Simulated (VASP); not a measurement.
**Co: single point with PBE**

The system is Co, a wire with vacuum.

```
Co
1.0
    11.30000    0.00000    0.00000
     0.00000    9.30000    0.00000
     0.00000    0.00000    4.37974
Co
4
Cartesian
  4.5003 4.6500 0.0000
  4.5003 4.6500 2.1899
  6.7997 4.6500 0.0000
  6.7997 4.6500 2.1899
```

```json
{
 "Program": "VASP 6.6.1",
 "Task": "single point",
 "Functional": "PBE",
 "Potentials or basis": "VASP PAW PBE potentials, release 64 (Co)",
 "Cutoff": "520 eV",
 "k mesh": "1 × 1 × 15",
 "Occupations": "gaussian, width 0.05 eV",
 "Spin": "collinear spin, ferromagnetic start",
 "Starting moments": "[1.99, 1.99, 1.99, 1.99] μB"
}
```

```
Largest force                                         : 1.035 eV/Å
Band gap on the k mesh                                : zero (filled and empty bands overlap)
Net moment                                            : 8.00 μB per cell
Site moments                                          : Co +1.96 μB
Valence electrons inside the program's atomic spheres : Co 8.03
```

Forces on the atoms (eV/Å):
```
Co   1.035  0.000  0.000
Co   1.035  0.000  0.000
Co  -1.035  0.000  0.000
Co  -1.035  0.000  0.000
```

Levels at points of the mesh, in eV from the Fermi level:
Spin up:
```csv
k point,band 19,band 20,band 21,band 22,band 23,band 24,band 25,band 26
"(0.00, 0.00, 0.00)",-0.85,-0.77,-0.62,-0.24,1.13,1.53,2.93,3.50
```
Spin down:
```
           k point  band 10  band 11  band 12  band 13  band 14  band 15  band 16  band 17
(0.00, 0.00, 0.00)    -0.86    -0.35    -0.33    -0.01     0.27     0.63     0.65     0.67
```

Wall time 3.7 min on 1 thread of Intel(R) Xeon(R) 6975P-C (Granite Rapids), with other jobs on the host, peak memory 0.66 GiB.
